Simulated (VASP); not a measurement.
Input of a VASP 6.6.1 run:

Contents of INCAR:

```
SYSTEM = CaS
PREC = Accurate ; ENCUT = 500
EDIFF = 1E-6 ; ISMEAR = 0
SIGMA = 0.01 ; LREAL = .FALSE.
LASPH = .TRUE. ; NELM = 120
ALGO = Normal ; ISIF = 2
LWAVE = .FALSE. ; LCHARG = .FALSE.
GGA = PE ; NBANDS = 15
GGA_COMPAT = .FALSE.
```

KPOINTS

```
regular mesh
0
G
  4 4 4
  0 0 0
```

POSCAR

```
CaS
1.0
    0.0000000000      2.8559074766      2.8559074766
    2.8559074766      0.0000000000      2.8559074766
    2.8559074766      2.8559074766      0.0000000000
Ca S
1 1
Direct
    0.0000000000      0.0000000000      0.0000000000
    0.5000000000      0.5000000000      0.5000000000
```

Potentials or basis: VASP PAW PBE potentials, release 64 (Ca_sv, S).

The run is started by

```console
$ cat potpaw_PBE.64/Ca_sv/POTCAR potpaw_PBE.64/S/POTCAR > POTCAR
$ mpirun -np 1 vasp_std > vasp.out
```

Problem. Predict the pressure.

Solution. 0.2 GPa.

Problem. Estimate the band gap on the k mesh.

Solution. 2.37 eV, indirect (least direct gap 3.17 eV).

Caveat: the k points lie up to 0.48 Å⁻¹ apart. A hybrid or GW would open this gap; PBE tends to underestimate it.
